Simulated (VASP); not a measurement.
# As (Cm) in VASP: single point with PBE

Aim: the single point of As with PBE.

All numbers are computed with VASP 6.6.1; they aren't measurements. Logs are shortened: lines on timing, memory, paths and dates and some standing lists are left out, and cuts for length are marked.

### 1 The cell of the first run

The typed cell holds 3 atoms: a = 5.343 Å, b = 5.343 Å, c = 4.332 Å, α = 90.01°, β = 90.01°, γ = 142.02°.

### 2 Single point, PBE

The input, INCAR:

```
SYSTEM = As
ALGO     = Normal         ! electronic algorithm
EDIFF    = 1E-6           ! SCF threshold, eV
ENCUT    = 520            ! plane-wave cutoff, eV
GGA      = PE             ! functional
ISIF     = 2              ! what is computed and relaxed
ISMEAR   = 0              ! smearing method
LASPH    = .TRUE.         ! aspherical terms in the spheres
LCHARG   = .FALSE.        ! write CHGCAR
LREAL    = .FALSE.        ! projectors in reciprocal space
LWAVE    = .FALSE.        ! write WAVECAR
NBANDS   = 14             ! bands
NELM     = 100            ! most SCF steps
PREC     = Accurate       ! precision mode
SIGMA    = 0.1            ! smearing width, eV
```

The input, KPOINTS:

```
k-points
0
G
  14 14 12
  0 0 0
```

The input, POSCAR:

```
As
1.0
    1.7386321624     -5.0523876166      0.0319301130
    1.7386321624      5.0523876166      0.0319301130
   -0.0823442803      0.0000000000      4.3310468784
As
3
Direct
   -0.0008910891      0.3298751864      0.8447672395
    0.1643939303      0.1643939303      0.3798378894
    0.3298751864     -0.0008910891      0.8447672395
```

Potentials or basis: VASP PAW PBE potentials, release 64 (As).

The run is started by

```console
$ cat potpaw_PBE.64/As/POTCAR > POTCAR
$ mpirun -np 1 vasp_std > vasp.out
```

OUTCAR:

```text
SYSTEM = As
   EDIFF = 1E-6
   ENCUT = 520
   GGA = PE
   ISIF = 2
   ISMEAR = 0
   LASPH = .TRUE.
   LREAL = .FALSE.
   NELM = 100
   PREC = Accurate

 ion  position               nearest neighbor table
   1  0.999  0.330  0.845-   3 2.44   3 2.44   2 2.62   2 2.86
   2  0.164  0.164  0.380-   1 2.62   3 2.62   1 2.86   3 2.86
   3  0.330  0.999  0.845-   1 2.44   1 2.44   2 2.62   2 2.86

  LATTYP: Found a base centered monoclinic cell.
 ALAT       =     3.4778506743
 B/A-ratio  =     2.9054655244
 C/A-ratio  =     1.2455478975
 COS(beta)  =    -0.0006472552

  Lattice vectors:

 A1 = (   1.7386321624,  -5.0523876166,   0.0319301130)
 A2 = (   1.7386321624,   5.0523876166,   0.0319301130)
 A3 = (  -0.0823442803,   0.0000000000,   4.3310468784)

Analysis of symmetry for initial positions (statically):
=====================================================================
 Subroutine PRICEL returns:
 Original cell was already a primitive cell.

 Routine SETGRP: Setting up the symmetry group for a
 base centered monoclinic supercell.

 Subroutine GETGRP returns: Found  2 space group operations
 (whereof  2 operations were pure point group operations)
 out of a pool of  4 trial point group operations.

The static configuration has the point symmetry C_1h.

Analysis of symmetry for dynamics (positions and initial velocities):
=====================================================================
 Subroutine PRICEL returns:
 Original cell was already a primitive cell.

 Routine SETGRP: Setting up the symmetry group for a
 base centered monoclinic supercell.

 Subroutine GETGRP returns: Found  2 space group operations
 (whereof  2 operations were pure point group operations)
 out of a pool of  4 trial point group operations.

The dynamic configuration has the point symmetry C_1h.

 Subroutine INISYM returns: Found  2 space group operations
 (whereof  2 operations are pure point group operations),
 and found     1 'primitive' translations

----------------------------------------------------------------------------------------

                                     Primitive cell

  volume of cell :      76.1165

  direct lattice vectors                    reciprocal lattice vectors
     1.738632162 -5.052387617  0.031930113     0.287482015 -0.098963112  0.005465769
     1.738632162  5.052387617  0.031930113     0.287482015  0.098963112  0.005465769
    -0.082344280  0.000000000  4.331046878    -0.004238852  0.000000000  0.230810468

  length of vectors
     5.343265103  5.343265103  4.331829595     0.304087950  0.304087950  0.230849388

  position of ions in fractional coordinates (direct lattice)
     0.999108911  0.329875186  0.844767240
     0.164393930  0.164393930  0.379837889
     0.329875186  0.999108911  0.844767240

  ion indices of the primitive-cell ions
   primitive index   ion index
                 1           1
                 2           2
                 3           3

----------------------------------------------------------------------------------------

 KPOINTS: k-points

Automatic generation of k-mesh.
 Grid dimensions read from file:
 generate k-points for:   14   14   12

 Generating k-lattice:

  Cartesian coordinates                     Fractional coordinates (reciprocal lattice)
     0.020534430 -0.007068794  0.000390412     0.071428571  0.000000000 -0.000000000
     0.020534430  0.007068794  0.000390412     0.000000000  0.071428571 -0.000000000
    -0.000353238  0.000000000  0.019234206    -0.000000000 -0.000000000  0.083333333

  Length of vectors
     0.021720568  0.021720568  0.019237449

  Shift w.r.t. Gamma in fractional coordinates (k-lattice)
     0.000000000  0.000000000  0.000000000

 Subroutine IBZKPT returns following result:
 ===========================================

 Found    639 irreducible k-points:

 Following reciprocal coordinates:
            Coordinates               Weight
  0.000000  0.000000  0.000000      1.000000
  0.071429  0.000000 -0.000000      4.000000
  0.142857 -0.000000  0.000000      4.000000
  0.214286  0.000000  0.000000      4.000000
  0.285714  0.000000  0.000000      4.000000
  0.357143  0.000000 -0.000000      4.000000
[... 16 lines left out ...]
  0.214286  0.142857  0.000000      4.000000
  0.285714  0.142857  0.000000      4.000000
 [... further k-points ...]
   k-points           NKPTS =    639   k-points in BZ     NKDIM =    639   number of bands    NBANDS=     14
   number of dos      NEDOS =    301   number of ions     NIONS =      3
   total plane-waves  NPLWV =  51200
   dimension x,y,z NGX =    40 NGY =   40 NGZ =   32
   dimension x,y,z NGXF=    80 NGYF=   80 NGZF=   64
   ions per type =               3
   NGX,Y,Z   is equivalent  to a cutoff of  12.45, 12.45, 12.28 a.u.
   NGXF,Y,Z  is equivalent  to a cutoff of  24.89, 24.89, 24.56 a.u.
 SYSTEM =  As
   PREC   = accura    normal or accurate (medium, high low for compatibility)
   ISTART =      0    job   : 0-new  1-cont  2-samecut
   ICHARG =      2    charge: 1-file 2-atom 10-const
   ISPIN  =      1    spin polarized calculation?
   LNONCOLLINEAR =      F non collinear calculations
   LSORBIT =      F    spin-orbit coupling
   LASPH  =      T    aspherical Exc in radial PAW
   ENCUT  =  520.0 eV  38.22 Ry    6.18 a.u.   9.93  9.93  8.05*2*pi/ulx,y,z
   NELM   =    100;   NELMIN=  2; NELMDL= -5     # of ELM steps
   EDIFF  = 0.1E-05   stopping-criterion for ELM
   LREAL  =      F    real-space projection
   EDIFFG = 0.1E-04   stopping-criterion for IOM
   NSW    =      0    number of steps for IOM
   IBRION =     -1    ionic relax: 0-MD 1-quasi-New 2-CG
   NFREE  =      0    steps in history (QN), initial steepest desc. (CG)
   ISIF   =      2    stress and relaxation
   ISYM   =      2    0-nonsym 1-usesym 2-fastsym
   POTIM  = 0.5000    time-step for ionic-motion
   TEBEG  =    0.0;   TEEND  =   0.0 temperature during run
   PSTRESS=    0.0 pullay stress
   NELECT =      15.0000    total number of electrons
   NUPDOWN=      -1.0000    fix difference up-down
   EMIN   =  10.00;   EMAX   =-10.00  energy-range for DOS
   EFERMI =   0.00;   METHOD = LEGACY
   ISMEAR =     0;   SIGMA  =   0.10  broadening in eV -4-tet -1-fermi 0-gaus
   EFERMI_NEDOS =   21; number of points for ismear=-14 and -15
   IALGO  =     38    algorithm
   IMIX   =      4    mixing-type and parameters
     AMIX     =   0.40;   BMIX     =  1.00
     AMIX_MAG =   1.60;   BMIX_MAG =  1.00
  volume/ion in A,a.u.               =      25.37       171.22
  Fermi-wavevector in a.u.,A,eV,Ry     =   0.952677  1.800298 12.348556  0.907593
  Thomas-Fermi vector in A             =   2.081262
   LORBIT       =      0    0 simple, 1 ext, 2 COOP (PROOUT), +10 PAW based schemes
   GGA     = PE    functional components
   LHFCALC =     F    Hartree Fock is set to
   AEXX    =    0.0000 exact exchange contribution
   IVDW    =     0    specifies the selected vdW correction
   LEPSILON=     F    determine dielectric tensor
   LRPA    =     F    only Hartree local field effects (RPA)
 non-spin polarized calculation
 Gauss-broadening in eV      SIGMA  =   0.10
  energy-cutoff  :      520.00
  volume of cell :       76.12
 maximum number of plane-waves:      2078
   NGX = 19   NGY = 19   NGZ = 17

 number of electron      15.0000001 magnetization

 Free energy of the ion-electron system (eV)
  ---------------------------------------------------
  ext. energy  EPLUGINS =         0.00000000
  ---------------------------------------------------
  free energy    TOTEN  =       -13.26314318 eV

  energy without entropy =      -13.25865070  energy(sigma->0) =      -13.26089694

 E-fermi :   3.5870     XC(G=0):  -9.1230

 val. band max:        3.5810142242   @ k =  -0.2143   0.2857   0.3333
 cond. band min:       3.6052248296   @ k =   0.5000   0.1429   0.3333
 fundamental gap:      0.0242106055
 Fermi energy:         3.5869522587

 k-point     1 :       0.0000    0.0000    0.0000
  band No.  band energies     occupation
      1     -10.5515      2.00000
      2      -6.4855      2.00000
      3      -5.0083      2.00000
      4      -0.6766      2.00000
      5       1.2750      2.00000
      6       2.1343      2.00000
      7       3.6978      0.11686
      8       4.2434      0.00000
      9       4.7829      0.00000
     10       5.1970      0.00000
     11       6.3781      0.00000
     12       8.0102      0.00000
     13       8.6712      0.00000
     14       9.4811      0.00000

 k-point     2 :       0.0714    0.0000   -0.0000
  band No.  band energies     occupation
      1     -10.4961      2.00000
      2      -6.4975      2.00000
      3      -4.9640      2.00000
      4      -0.6311      2.00000
      5       1.2892      2.00000
      6       1.6711      2.00000
      7       3.7166      0.06677
      8       3.8996      0.00001
      9       4.6990      0.00000
     10       5.3977      0.00000
     11       6.8569      0.00000
     12       7.9829      0.00000
     13       8.5284      0.00000
     14      10.0317      0.00000

 k-point     3 :       0.1429   -0.0000    0.0000
  band No.  band energies     occupation
      1     -10.3317      2.00000
      2      -6.5287      2.00000
      3      -4.8584      2.00000
      4      -0.4984      2.00000
      5       0.7793      2.00000
      6       1.3014      2.00000
      7       3.1529      2.00000
      8       3.6791      0.19262
      9       4.6293      0.00000
     10       5.7569      0.00000
     11       7.5350      0.00000
     12       7.9547      0.00000
     13       8.5979      0.00000
     14      11.2960      0.00000

 k-point     4 :       0.2143    0.0000    0.0000
  band No.  band energies     occupation
      1     -10.0649      2.00000
      2      -6.5764      2.00000
      3      -4.7634      2.00000
      4      -0.2928      2.00000
      5      -0.0567      2.00000
      6       1.1919      2.00000
      7       2.4957      2.00000
      8       3.5558      1.34028
      9       4.6430      0.00000
     10       6.1114      0.00000
     11       6.8517      0.00000
     12       8.9044      0.00000
     13       8.9513      0.00000
     14      11.5944      0.00000

 k-point     5 :       0.2857    0.0000    0.0000
  band No.  band energies     occupation
      1      -9.7097      2.00000
      2      -6.6598      2.00000
      3      -4.7612      2.00000
      4      -0.6375      2.00000
      5      -0.0352      2.00000
      6       0.8495      2.00000
      7       2.1469      2.00000
      8       3.4148      1.98507
      9       4.7256      0.00000
     10       6.0601      0.00000
     11       6.5495      0.00000
[... 276 lines left out ...]
 k-point    22 :       0.1429    0.1429    0.0000
  band No.  band energies     occupation
      1      -9.8030      2.00000
      2      -5.9237      2.00000
      3      -5.4630      2.00000
      4      -0.5123      2.00000
      5      -0.1261      2.00000
      6       0.6699      2.00000
      7       2.1083      2.00000
      8       3.8484      0.00022
      9       4.8973      0.00000
     10       5.7175      0.00000
     11       6.3607      0.00000
     12       9.1694      0.00000
     13       9.2485      0.00000
     14      11.5105      0.00000

 k-point    23 :       0.2143    0.1429    0.0000
  band No.  band energies     occupation
      1      -9.4284      2.00000
      2      -6.0374      2.00000
      3      -5.5553      2.00000
      4      -0.7099      2.00000
      5      -0.0089      2.00000
      6       0.2484      2.00000
      7       2.0028      2.00000
      8       3.6759      0.20825
      9       4.8433      0.00000
     10       5.7277      0.00000
     11       6.2772      0.00000
     12       8.7790      0.00000
     13       9.6782      0.00000
     14      10.7805      0.00000

 k-point    24 :       0.2857    0.1429    0.0000
  band No.  band energies     occupation
      1      -9.0337      2.00000
      2      -6.6093      2.00000
      3      -5.3087      2.00000
      4      -0.7451      2.00000
      5      -0.2055      2.00000
      6       0.4233      2.00000
      7       1.8524      2.00000
      8       3.3869      1.99534
      9       4.7524      0.00000
     10       5.6892      0.00000
     11       6.5515      0.00000
     12       8.1922      0.00000
     13      10.0297      0.00000
     14      10.3475      0.00000

 [... further k-points ...]
[... 5 lines left out ...]
  --------------------------------------------------------------------------------------
  -------------------------------------------------------------------------------------
  Total        0.0895194      0.1491412      0.0635336      0.0000000      0.0000000      0.0014709
  in kB        1.8842947      3.1392745      1.3373201      0.0000000      0.0000000      0.0309603
  external PRESSURE =       2.1202964 kB  Pullay stress =       0.0000000 kB

 VOLUME and BASIS-vectors are now :
 -----------------------------------------------------------------------------
  energy-cutoff  :      520.00
  volume of cell :       76.12
      direct lattice vectors                 reciprocal lattice vectors
     1.738632162 -5.052387617  0.031930113     0.287482015 -0.098963112  0.005465769
     1.738632162  5.052387617  0.031930113     0.287482015  0.098963112  0.005465769
    -0.082344280  0.000000000  4.331046878    -0.004238852  0.000000000  0.230810468

 POSITION                                       TOTAL-FORCE (eV/Angst)
 -----------------------------------------------------------------------------------
      2.24105     -3.38123      3.70116        -0.000091     -0.047356      0.007207
      0.54036      0.00000      1.65559         0.000183     -0.000000     -0.014414
      2.24105      3.38123      3.70116        -0.000091      0.047356      0.007207
 -----------------------------------------------------------------------------------
    total drift:                               -0.000017      0.000000      0.000014

  FREE ENERGIE OF THE ION-ELECTRON SYSTEM (eV)
  ---------------------------------------------------
  free  energy   TOTEN  =       -13.2631431840 eV

  energy  without entropy=      -13.2586506956  energy(sigma->0) =      -13.26089694
```

It took 5.6 min on 1 thread of Intel Xeon 6975P-C (Granite Rapids), shared host; peak memory 0.64 GiB.

What came out:

```yaml
Free_energy: -13.2631 eV
Pressure: 0.2 GPa
Largest_force: 0.048 eV/Å
```

Forces in eV/Å, atoms in the order of the input:
```
As   0.000 -0.047  0.007
As   0.000  0.000 -0.014
As   0.000  0.047  0.007
```

Levels at points of the mesh, in eV from the Fermi level:
| k point | band 5 | band 6 | band 7 | band 8 | band 9 | band 10 | band 11 | band 12 |
| --- | --- | --- | --- | --- | --- | --- | --- | --- |
| (0.00, 0.00, 0.00) | -2.31 | -1.45 | 0.11 | 0.66 | 1.20 | 1.61 | 2.79 | 4.42 |
| (0.50, 0.00, 0.00) | -3.35 | -2.92 | -2.09 | -0.47 | 1.31 | 2.04 | 3.28 | 3.98 |
| (0.50, 0.50, 0.00) | -2.96 | -2.17 | -1.92 | 1.27 | 1.32 | 2.10 | 4.02 | 4.68 |
| (0.00, 0.00, 0.50) | -3.29 | -2.34 | -1.33 | 1.54 | 2.84 | 3.29 | 4.54 | 6.26 |
| (0.50, 0.00, 0.50) | -3.81 | -3.45 | -2.36 | -0.13 | 0.97 | 2.04 | 3.79 | 5.14 |
| (0.50, 0.50, 0.50) | -1.57 | -0.75 | -0.16 | 1.58 | 2.28 | 2.69 | 3.54 | 4.24 |
